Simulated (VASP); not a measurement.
# Al2Cu (I4/mcm) in VASP: notebook

The runs below take Al2Cu through relaxation of cell and atoms, with LDA.

Program: VASP 6.6.1. These are calculated values, not measurements. Logs are shortened: lines on timing, memory, paths and dates and some standing lists are left out, and cuts for length are marked.

## (1) The cell of the first run

The structure is tetragonal, space group I4/mcm (No. 140). The conventional cell has a = 5.933 Å, b = 5.933 Å, c = 4.785 Å, α = 90.00°, β = 90.00°, γ = 90.00°. Al (site symmetry m2m) has 4 Cu at 2.53 Å and 11 Al at 2.68 to 3.15 Å within 3.3 Å. Cu (site symmetry 422) has 2 Cu at 2.39 Å and 8 Al at 2.53 Å within 3.2 Å.

## (2) Relaxation of cell and atoms, LDA

Contents of INCAR:

```
PREC     = Accurate       # precision mode
ENCUT    = 600            # plane-wave cutoff, eV
EDIFF    = 1E-6           # SCF threshold, eV
ISMEAR   = -1             # smearing method
SIGMA    = 0.15           # smearing width, eV
LREAL    = F              # projectors in reciprocal space
LASPH    = T              # aspherical terms in the spheres
NELM     = 80             # most SCF steps
ALGO     = Fast           # electronic algorithm
ISIF     = 3              # what is computed and relaxed
LWAVE    = F              # write WAVECAR
LCHARG   = F              # write CHGCAR
IBRION   = 2              # ionic algorithm
NSW      = 80             # ionic steps
EDIFFG   = -0.001         # ionic threshold
```

Contents of KPOINTS:

```
Automatic mesh
0
Gamma
  10 10 10
```

Contents of POSCAR:

```
Al2Cu
1.0
   -2.9663315828      2.9663315828      2.3924604098
    2.9663315828     -2.9663315828      2.3924604098
    2.9663315828      2.9663315828     -2.3924604098
Al Cu
4 2
Direct
    0.3404168149      0.1595831851      0.5000000000
    0.1595831851      0.6595831851      0.8191663701
    0.8404168149      0.3404168149      0.1808336299
    0.6595831851      0.8404168149      0.5000000000
    0.7500000000      0.7500000000      0.0000000000
    0.2500000000      0.2500000000      0.0000000000
```

Potentials or basis: VASP PAW LDA potentials, release 64 (Al, Cu).

On the command line:

```bash
$ cat potpaw_LDA.64/Al/POTCAR potpaw_LDA.64/Cu/POTCAR > POTCAR
$ mpirun -np 1 vasp_std > vasp.out
```

OUTCAR:

```text
PREC = Accurate
   ENCUT = 600
   EDIFF = 1E-6
   ISMEAR = -1
   LREAL = F
   LASPH = T
   NELM = 80
   ISIF = 3
   IBRION = 2
   NSW = 80
   EDIFFG = -0.001

 ion  position               nearest neighbor table
   1  0.340  0.160  0.500-   5 2.53   6 2.53   6 2.53   5 2.53   4 2.68   4 2.83   4 2.83   3 3.05
                             2 3.05   2 3.05   3 3.05   3 3.15   2 3.15   3 3.15   2 3.15
   2  0.160  0.660  0.819-   5 2.53   6 2.53   5 2.53   6 2.53   3 2.68   3 2.83   3 2.83   4 3.05
                             1 3.05   1 3.05   4 3.05   1 3.15   4 3.15   1 3.15   4 3.15
   3  0.840  0.340  0.181-   5 2.53   6 2.53   5 2.53   6 2.53   2 2.68   2 2.83   2 2.83   4 3.05
                             1 3.05   1 3.05   4 3.05   4 3.15   1 3.15   1 3.15   4 3.15
   4  0.660  0.840  0.500-   6 2.53   5 2.53   5 2.53   6 2.53   1 2.68   1 2.83   1 2.83   3 3.05
                             2 3.05   2 3.05   3 3.05   3 3.15   2 3.15   2 3.15   3 3.15
   5  0.750  0.750  0.000-   6 2.39   6 2.39   1 2.53   4 2.53   1 2.53   4 2.53   2 2.53   3 2.53
                             2 2.53   3 2.53
   6  0.250  0.250  0.000-   5 2.39   5 2.39   4 2.53   1 2.53   4 2.53   1 2.53   3 2.53   2 2.53
                             3 2.53   2 2.53

  LATTYP: Found a body centered tetragonal cell.
 ALAT       =     5.9326631656
 C/A-ratio  =     0.8065384274

  Lattice vectors:

 A1 = (  -2.9663315828,   2.9663315828,   2.3924604098)
 A2 = (   2.9663315828,  -2.9663315828,   2.3924604098)
 A3 = (   2.9663315828,   2.9663315828,  -2.3924604098)

Analysis of symmetry for initial positions (statically):
=====================================================================
 Subroutine PRICEL returns:
 Original cell was already a primitive cell.

 Routine SETGRP: Setting up the symmetry group for a
 body centered tetragonal supercell.

 Subroutine GETGRP returns: Found 16 space group operations
 (whereof  8 operations were pure point group operations)
 out of a pool of 16 trial point group operations.

The static configuration has the point symmetry C_4h.
 The point group associated with its full space group is D_4h.

Analysis of symmetry for dynamics (positions and initial velocities):
=====================================================================
 Subroutine PRICEL returns:
 Original cell was already a primitive cell.

 Routine SETGRP: Setting up the symmetry group for a
 body centered tetragonal supercell.

 Subroutine GETGRP returns: Found 16 space group operations
 (whereof  8 operations were pure point group operations)
 out of a pool of 16 trial point group operations.

The dynamic configuration has the point symmetry C_4h.
 The point group associated with its full space group is D_4h.

 Subroutine INISYM returns: Found 16 space group operations
 (whereof  8 operations are pure point group operations),
 and found     1 'primitive' translations

----------------------------------------------------------------------------------------

                                     Primitive cell

  volume of cell :      84.2062

  direct lattice vectors                    reciprocal lattice vectors
    -2.966331583  2.966331583  2.392460410     0.000000000  0.168558364  0.208989874
     2.966331583 -2.966331583  2.392460410     0.168558364  0.000000000  0.208989874
     2.966331583  2.966331583 -2.392460410     0.168558364  0.168558364  0.000000000

  length of vectors
     4.829297354  4.829297354  4.829297354     0.268493370  0.268493370  0.238377525

  position of ions in fractional coordinates (direct lattice)
     0.340416815  0.159583185  0.500000000
     0.159583185  0.659583185  0.819166370
     0.840416815  0.340416815  0.180833630
     0.659583185  0.840416815  0.500000000
     0.750000000  0.750000000  0.000000000
     0.250000000  0.250000000  0.000000000

  ion indices of the primitive-cell ions
   primitive index   ion index
                 1           1
                 2           2
                 3           3
                 4           4
                 5           5
                 6           6

----------------------------------------------------------------------------------------

 KPOINTS: Automatic mesh

Automatic generation of k-mesh.
 Grid dimensions read from file:
 generate k-points for:   10   10   10

 Generating k-lattice:

  Cartesian coordinates                     Fractional coordinates (reciprocal lattice)
     0.000000000  0.016855836  0.020898987     0.100000000  0.000000000 -0.000000000
     0.016855836  0.000000000  0.020898987     0.000000000  0.100000000 -0.000000000
     0.016855836  0.016855836  0.000000000     0.000000000  0.000000000  0.100000000

  Length of vectors
     0.026849337  0.026849337  0.023837753

  Shift w.r.t. Gamma in fractional coordinates (k-lattice)
     0.000000000  0.000000000  0.000000000

 Subroutine IBZKPT returns following result:
 ===========================================

 Found    102 irreducible k-points:

 Following reciprocal coordinates:
            Coordinates               Weight
  0.000000  0.000000  0.000000      1.000000
  0.100000  0.000000 -0.000000      8.000000
  0.200000  0.000000 -0.000000      8.000000
  0.300000  0.000000  0.000000      8.000000
  0.400000  0.000000 -0.000000      8.000000
  0.500000  0.000000 -0.000000      4.000000
[... 16 lines left out ...]
  0.300000  0.300000  0.000000      8.000000
  0.400000  0.300000  0.000000     16.000000
 [... further k-points ...]
   k-points           NKPTS =    102   k-points in BZ     NKDIM =    102   number of bands    NBANDS=     21
   number of dos      NEDOS =    301   number of ions     NIONS =      6
   total plane-waves  NPLWV =  64000
   dimension x,y,z NGX =    40 NGY =   40 NGZ =   40
   dimension x,y,z NGXF=    80 NGYF=   80 NGZF=   80
   ions per type =               4   2
   NGX,Y,Z   is equivalent  to a cutoff of  13.77, 13.77, 13.77 a.u.
   NGXF,Y,Z  is equivalent  to a cutoff of  27.54, 27.54, 27.54 a.u.
 SYSTEM =  unknown system
   PREC   = accura    normal or accurate (medium, high low for compatibility)
   ISTART =      0    job   : 0-new  1-cont  2-samecut
   ICHARG =      2    charge: 1-file 2-atom 10-const
   ISPIN  =      1    spin polarized calculation?
   LNONCOLLINEAR =      F non collinear calculations
   LSORBIT =      F    spin-orbit coupling
   LASPH  =      T    aspherical Exc in radial PAW
   ENCUT  =  600.0 eV  44.10 Ry    6.64 a.u.   9.65  9.65  9.65*2*pi/ulx,y,z
   NELM   =     80;   NELMIN=  2; NELMDL= -5     # of ELM steps
   EDIFF  = 0.1E-05   stopping-criterion for ELM
   LREAL  =      F    real-space projection
   EDIFFG = -.1E-02   stopping-criterion for IOM
   NSW    =     80    number of steps for IOM
   IBRION =      2    ionic relax: 0-MD 1-quasi-New 2-CG
   NFREE  =      1    steps in history (QN), initial steepest desc. (CG)
   ISIF   =      3    stress and relaxation
   ISYM   =      2    0-nonsym 1-usesym 2-fastsym
   POTIM  = 0.5000    time-step for ionic-motion
   TEBEG  =    0.0;   TEEND  =   0.0 temperature during run
   PSTRESS=    0.0 pullay stress
   NELECT =      34.0000    total number of electrons
   NUPDOWN=      -1.0000    fix difference up-down
   EMIN   =  10.00;   EMAX   =-10.00  energy-range for DOS
   EFERMI =   0.00;   METHOD = LEGACY
   ISMEAR =    -1;   SIGMA  =   0.15  broadening in eV -4-tet -1-fermi 0-gaus
   EFERMI_NEDOS =   21; number of points for ismear=-14 and -15
   IALGO  =     68    algorithm
   IMIX   =      4    mixing-type and parameters
     AMIX     =   0.40;   BMIX     =  1.00
     AMIX_MAG =   1.60;   BMIX_MAG =  1.00
  volume/ion in A,a.u.               =      14.03        94.71
  Fermi-wavevector in a.u.,A,eV,Ry     =   1.210003  2.286574 19.920386  1.464107
  Thomas-Fermi vector in A             =   2.345563
   LORBIT       =      0    0 simple, 1 ext, 2 COOP (PROOUT), +10 PAW based schemes
   GGA     = CA    functional components
   LHFCALC =     F    Hartree Fock is set to
   AEXX    =    0.0000 exact exchange contribution
   IVDW    =     0    specifies the selected vdW correction
   LEPSILON=     F    determine dielectric tensor
   LRPA    =     F    only Hartree local field effects (RPA)
 conjugate gradient relaxation of ions
 non-spin polarized calculation
 RMM-DIIS sequential band-by-band and
  energy-cutoff  :      600.00
  volume of cell :       84.21
 maximum number of plane-waves:      2861
   NGX = 19   NGY = 19   NGZ = 19

--------------------------------------- Ionic step        1  -------------------------------------------

 number of electron      34.0000014 magnetization

 Free energy of the ion-electron system (eV)
  ---------------------------------------------------
  ext. energy  EPLUGINS =         0.00000000
  ---------------------------------------------------
  free energy    TOTEN  =       -27.35653357 eV

  energy without entropy =      -27.21743201  energy(sigma->0) =      -27.28698279

------------------------ aborting loop because EDIFF is reached ----------------------------------------

  FORCE on cell =-STRESS in cart. coord.  units (eV):
  Direction    XX          YY          ZZ          XY          YZ          ZX
  --------------------------------------------------------------------------------------
  -------------------------------------------------------------------------------------
  Total        0.2604538      0.2604538      0.1606629      0.0000000      0.0000000      0.0000000
  in kB        4.9556098      4.9556098      3.0569053      0.0000000      0.0000000      0.0000000
  external PRESSURE =       4.3227083 kB  Pullay stress =       0.0000000 kB
[... 101 lines left out ...]
  FREE ENERGIE OF THE ION-ELECTRON SYSTEM (eV)
  ---------------------------------------------------
  free  energy   TOTEN  =       -27.3570042860 eV

  energy  without entropy=      -27.2175343636  energy(sigma->0) =      -27.28726932

[... ionic steps 4 to 58 ...]

--------------------------------------- Ionic step       59  -------------------------------------------

 number of electron      34.0000013 magnetization

------------------------ aborting loop because EDIFF is reached ----------------------------------------
[... 75 lines left out ...]
--------------------------------------- Ionic step       61  -------------------------------------------

 number of electron      34.0000013 magnetization

 Free energy of the ion-electron system (eV)
  ---------------------------------------------------
  ext. energy  EPLUGINS =         0.00000000
  ---------------------------------------------------
  free energy    TOTEN  =       -27.35702949 eV

  energy without entropy =      -27.21757118  energy(sigma->0) =      -27.28730033

 E-fermi :   8.4160     XC(G=0): -11.3001

 val. band max:        8.4153683255   @ k =  -0.2000   0.2000   0.2000
 cond. band min:       8.4161902535   @ k =   0.3000   0.2000   0.2000
 fundamental gap:      0.0008219280
 Fermi energy:         8.4160306985

 k-point     1 :       0.0000    0.0000    0.0000
  band No.  band energies     occupation
      1      -2.7283      2.00000
      2       2.7654      2.00000
      3       2.9402      2.00000
      4       2.9402      2.00000
      5       2.9471      2.00000
      6       3.9038      2.00000
[... 565 lines left out ...]
     20      11.1297      0.00000
     21      11.8296      0.00000

 [... further k-points ...]

------------------------ aborting loop because EDIFF is reached ----------------------------------------

  FORCE on cell =-STRESS in cart. coord.  units (eV):
  Direction    XX          YY          ZZ          XY          YZ          ZX
  --------------------------------------------------------------------------------------
  -------------------------------------------------------------------------------------
  Total        0.0000577      0.0000577      0.0016380      0.0000000      0.0000000      0.0000000
  in kB        0.0010943      0.0010943      0.0310527      0.0000000      0.0000000      0.0000000
  external PRESSURE =       0.0110804 kB  Pullay stress =       0.0000000 kB
[... 21 lines left out ...]
  FREE ENERGIE OF THE ION-ELECTRON SYSTEM (eV)
  ---------------------------------------------------
  free  energy   TOTEN  =       -27.3570294928 eV

  energy  without entropy=      -27.2175711767  energy(sigma->0) =      -27.28730033

 reached required accuracy - stopping structural energy minimisation
```

Run time: 37 min. Hardware: 1 thread of Intel Xeon Platinum 8488C (Sapphire Rapids), shared host; peak memory 0.37 GiB.

Results:

* Free energy: -27.3570 eV
* Relaxed volume: 14.09 Å³/atom
* Relaxed cell: a = 4.836 Å, b = 4.836 Å, c = 4.836 Å, α = 104.17°, β = 104.17°, γ = 120.68°
* Space group after relaxing (to 0.1 Å): I4/mcm (No. 140)
* Energy gained by relaxing: 0.1 meV/atom
* Ionic steps: 61
* Pressure after relaxing: 0.0 GPa
* Band gap on the k mesh: zero (bands 17 and 18 overlap by 4.48 eV)

Step by step:
```
step  energy change (eV)  largest force (eV/Å)  pressure (GPa)  volume (Å³)
   1              0.0000                0.0069            0.43        84.21
   3             -0.0005                0.0038           -0.01        84.53
   5             -0.0005                0.0041            0.12        84.47
   7             -0.0005                0.0040           -0.01        84.51
   9             -0.0005                0.0035            0.08        84.51
  11             -0.0005                0.0030           -0.11        84.52
  13             -0.0005                0.0032           -0.14        84.52
  15             -0.0005                0.0030            0.11        84.52
  17             -0.0005                0.0031            0.02        84.52
  19             -0.0005                0.0031            0.01        84.52
  21             -0.0005                0.0029           -0.05        84.52
  23             -0.0005                0.0029           -0.01        84.52
  25             -0.0005                0.0027            0.00        84.52
  27             -0.0005                0.0021            0.00        84.52
  29             -0.0005                0.0010            0.06        84.51
  31             -0.0005                0.0013            0.00        84.51
  33             -0.0005                0.0013            0.00        84.51
  35             -0.0005                0.0013            0.01        84.51
  37             -0.0005                0.0013            0.01        84.51
  39             -0.0005                0.0013            0.01        84.51
  41             -0.0005                0.0013            0.01        84.51
  43             -0.0005                0.0013            0.01        84.51
  45             -0.0005                0.0013            0.01        84.51
  47             -0.0005                0.0013            0.01        84.51
  49             -0.0005                0.0012           -0.01        84.51
  51             -0.0005                0.0012            0.00        84.51
  53             -0.0005                0.0011            0.01        84.51
  55             -0.0005                0.0009            0.07        84.51
  57             -0.0005                0.0000           -0.06        84.51
  59             -0.0005                0.0009           -0.13        84.51
  61             -0.0005                0.0002            0.00        84.51
```

Final structure:
```
CELL_PARAMETERS angstrom
-2.97147 2.97147 2.39283
2.97147 -2.97147 2.39283
2.97147 2.97147 -2.39283
ATOMIC_POSITIONS crystal
Al 0.34055 0.15945 0.50000
Al 0.15945 0.65945 0.81890
Al 0.84055 0.34055 0.18110
Al 0.65945 0.84055 0.50000
Cu 0.75000 0.75000 0.00000
Cu 0.25000 0.25000 0.00000
```

Levels at points of the mesh, in eV from the Fermi level:
| k point | band 14 | band 15 | band 16 | band 17 | band 18 | band 19 | band 20 | band 21 |
| --- | --- | --- | --- | --- | --- | --- | --- | --- |
| (0.00, 0.00, 0.00) | -2.04 | -1.49 | -1.31 | -1.31 | -0.88 | -0.24 | 0.06 | 1.56 |
| (0.50, 0.00, 0.00) | -3.25 | -2.74 | -2.74 | 0.22 | 0.22 | 4.16 | 4.16 | 4.42 |
| (0.50, 0.50, 0.00) | -2.93 | -1.57 | -1.35 | -0.93 | -0.73 | 0.83 | 1.29 | 4.71 |
| (0.50, 0.50, 0.50) | -3.46 | -3.46 | -1.93 | 2.62 | 2.96 | 2.96 | 3.40 | 4.23 |

## (3) Relaxation of cell and atoms, LDA

This run uses another cell than the first one, of 14.35 Å³/atom.

Contents of INCAR:

```
PREC     = Accurate       # precision mode
ENCUT    = 600            # plane-wave cutoff, eV
EDIFF    = 1E-7           # SCF threshold, eV
ISMEAR   = 0              # smearing method
SIGMA    = 0.1            # smearing width, eV
LREAL    = F              # projectors in reciprocal space
LASPH    = T              # aspherical terms in the spheres
NELM     = 80             # most SCF steps
ALGO     = Fast           # electronic algorithm
ISIF     = 3              # what is computed and relaxed
LWAVE    = F              # write WAVECAR
LCHARG   = F              # write CHGCAR
GGA      = CA             # functional
IBRION   = 2              # ionic algorithm
NSW      = 100            # ionic steps
EDIFFG   = -0.002         # ionic threshold
```

KPOINTS is that of step 2.

Contents of POSCAR:

```
Al2Cu
1.0
   -2.9988978300      2.9988978300      2.3927372900
    2.9988978300     -2.9988978300      2.3927372900
    2.9988978300      2.9988978300     -2.3927372900
Al Cu
4 2
Direct
    0.3413930800      0.1586069200      0.5000000000
    0.1586069200      0.6586069200      0.8172138400
    0.8413930800      0.3413930800      0.1827861600
    0.6586069200      0.8413930800      0.5000000000
    0.7500000000      0.7500000000      0.0000000000
    0.2500000000      0.2500000000      0.0000000000
```

Potentials or basis: VASP PAW LDA potentials, release 64 (Al, Cu).

On the command line:

```bash
$ cat potpaw_LDA.64/Al/POTCAR potpaw_LDA.64/Cu/POTCAR > POTCAR
$ mpirun -np 1 vasp_std > vasp.out
```

Run time: 23 min. Hardware: 1 thread of Intel Xeon Platinum 8488C (Sapphire Rapids), shared host; peak memory 0.37 GiB.

It converged, with:

* Free energy: -27.2938 eV
* Relaxed volume: 14.08 Å³/atom
* Relaxed cell: a = 4.834 Å, b = 4.834 Å, c = 4.834 Å, α = 104.21°, β = 104.21°, γ = 120.61°
* Space group after relaxing (to 0.1 Å): I4/mcm (No. 140)
* Energy gained by relaxing: 2.3 meV/atom
* Ionic steps: 12
* Pressure after relaxing: 0.0 GPa
* Band gap on the k mesh: zero (bands 17 and 18 overlap by 4.46 eV)

The path:
```csv
step,energy change (eV),largest force (eV/Å),pressure (GPa),volume (Å³)
1,0.0000,0.0504,-2.07,86.08
2,-0.0111,0.0244,0.88,83.79
3,-0.0125,0.0311,0.04,84.34
4,-0.0124,0.0305,0.19,84.29
5,-0.0134,0.0281,0.15,84.32
6,-0.0137,0.0256,0.12,84.35
7,-0.0138,0.0247,0.11,84.36
8,-0.0139,0.0117,-0.08,84.50
9,-0.0139,0.0115,-0.09,84.50
10,-0.0140,0.0008,0.05,84.44
11,-0.0140,0.0019,0.02,84.45
12,-0.0140,0.0000,0.00,84.46
```

Final structure:
```
Al Cu
1.0
    -2.96937    2.96937    2.39491
     2.96937   -2.96937    2.39491
     2.96937    2.96937   -2.39491
Al Cu
4 2
Direct
  0.34042 0.15958 0.50000
  0.15958 0.65958 0.81917
  0.84042 0.34042 0.18083
  0.65958 0.84042 0.50000
  0.75000 0.75000 0.00000
  0.25000 0.25000 0.00000
```

Levels at points of the mesh, in eV from the Fermi level:
```tsv
k point	band 13	band 14	band 15	band 16	band 17	band 18	band 19	band 20	band 21
(0.00, 0.00, 0.00)	-3.03	-2.00	-1.47	-1.28	-1.28	-0.85	-0.21	0.10	1.58
(0.50, 0.00, 0.00)	-3.22	-3.22	-2.71	-2.71	0.25	0.25	4.20	4.20	4.46
(0.50, 0.50, 0.00)	-2.95	-2.91	-1.53	-1.31	-0.90	-0.70	0.88	1.33	4.75
(0.50, 0.50, 0.50)	-3.52	-3.43	-3.43	-1.90	2.65	2.99	2.99	3.43	4.26
```

The gap in the log of VASP goes by the Fermi energy; the results here count the filled bands.